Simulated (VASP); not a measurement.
The system is Ge.

```
CELL_PARAMETERS angstrom
3.99759 0.00000 0.00000
-1.99879 3.46201 0.00000
0.00000 0.00000 6.59938
ATOMIC_POSITIONS crystal
Ge 0.33333 0.66667 0.93710
Ge 0.66667 0.33333 0.43710
Ge 0.33333 0.66667 0.56290
Ge 0.66667 0.33333 0.06290
```

- Program: VASP 6.6.1
- Task: relaxation of cell and atoms
- Functional: BLYP
- Dispersion: D4
- Potentials or basis: VASP PAW PBE potentials, release 64 (Ge_d)
- Cutoff: 600 eV
- k mesh: 8 × 8 × 4
- Occupations: fermi-dirac, width 0.05 eV
- Spin: no spin polarisation

At the start: pressure 2.3 GPa; volume 22.83 Å³/atom.

Question: How do energy, volume and symmetry change on relaxing?

Answer: Over 7 steps the energy falls by 6.0 meV/atom and the volume is 23.68 Å³/atom (+3.7 %); space group P6_3/mmc (No. 194, to 0.05 Å).

The path:
```
step  energy change (eV)  largest force (eV/Å)  pressure (GPa)  volume (Å³)
   1              0.0000                0.0387            2.30        91.33
   2             -0.0223                0.0230           -0.47        95.73
   3             -0.0240                0.0088           -0.12        94.81
   4             -0.0240                0.0065            0.15        94.63
   5             -0.0240                0.0116           -0.05        94.73
   6             -0.0240                0.0085            0.13        94.63
   7             -0.0240                0.0061           -0.02        94.70
```

Final structure:
```yaml
crystal:
  lattice:
    - [4.04584, 0.00000, 0.00000]
    - [-2.02292, 3.50380, 0.00000]
    - [0.00000, 0.00000, 6.68061]
  atoms:
    - { symbol: Ge, position: [0.33333, 0.66667, 0.93690] }
    - { symbol: Ge, position: [0.66667, 0.33333, 0.43690] }
    - { symbol: Ge, position: [0.33333, 0.66667, 0.56310] }
    - { symbol: Ge, position: [0.66667, 0.33333, 0.06310] }
```

Caveat: the PAW data sets were made with another functional, which shifts forces and pressure a little.
